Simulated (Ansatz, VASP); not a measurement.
# One calculation of CuO, two programs

File INCAR:

```
  PREC = Accurate
  ENCUT = 520
  EDIFF = 1E-6
  ISMEAR = -1
  SIGMA = 0.05
  LREAL = F
  LASPH = T
  NELM = 100
  ALGO = Normal
  ISIF = 2
  LWAVE = F
  LCHARG = F
  GGA = RP
  NBANDS = 25
```

KPOINTS

```
Automatic mesh
0
Gamma
  8 8 6
```

File POSCAR:

```
CuO
1.0
    3.3758013685      0.0000000000      0.0000000000
    0.0000000000      3.3758013685      0.0000000000
    0.0000000000      0.0000000000      4.2028806177
Cu O
2 2
Direct
    0.0000000000      0.5000000000      0.0000000000
    0.5000000000      0.0000000000      0.5000000000
    0.0000000000      0.0000000000      0.2500000000
    0.0000000000      0.0000000000      0.7500000000
```

The input input.yaml:

```yaml
crystal:
  lattice:
    - [3.3758013685, 0.0, 0.0]
    - [0.0, 3.3758013685, 0.0]
    - [0.0, 0.0, 4.2028806177]
  atoms:
    - { symbol: Cu, position: [0.0, 0.5, 0.0] }
    - { symbol: Cu, position: [0.5, 0.0, 0.5] }
    - { symbol: O, position: [0.0, 0.0, 0.25] }
    - { symbol: O, position: [0.0, 0.0, 0.75] }
hamiltonian:
  xc: rpbe
  pseudopotentials: { kind: paw }
kpoints:
  mp_grid: { grid: [8, 8, 6] }
scf:
  occupations: { method: fermi_dirac, width: 0.05 }
output:
  forces: true
  stress: true
  eigenvalues: true
```

Alike in both runs: task single point; functional RPBE; k mesh 8 × 8 × 6; occupations fermi-dirac, width 0.05 eV; no spin polarisation.

```csv
,VASP,Ansatz
version,VASP 6.6.1,Ansatz 0.2.0
potentials or method,"VASP PAW PBE potentials, release 64 (Cu, O)",Ansatz PAW
plane-wave cutoff (eV),520,420
valence electrons in the cell,34,50
```

|  | VASP | Ansatz | Ansatz less VASP |
| --- | --- | --- | --- |
| gap on the k mesh at the Fermi level (eV) | none | none | - |
| pressure (GPa) | 7.4 | 6.9 | -0.49 |
| traceless stress, the component that is largest in VASP (GPa) | 26.48 | 26.98 | +0.507 |

VASP's potentials were made for PBE, not for RPBE. A gap of «none» marks a metal or a gap that the smearing closes. VASP's potentials hold 34 valence electrons a cell and Ansatz's 50, so a difference there can come from the potentials and not from the codes.
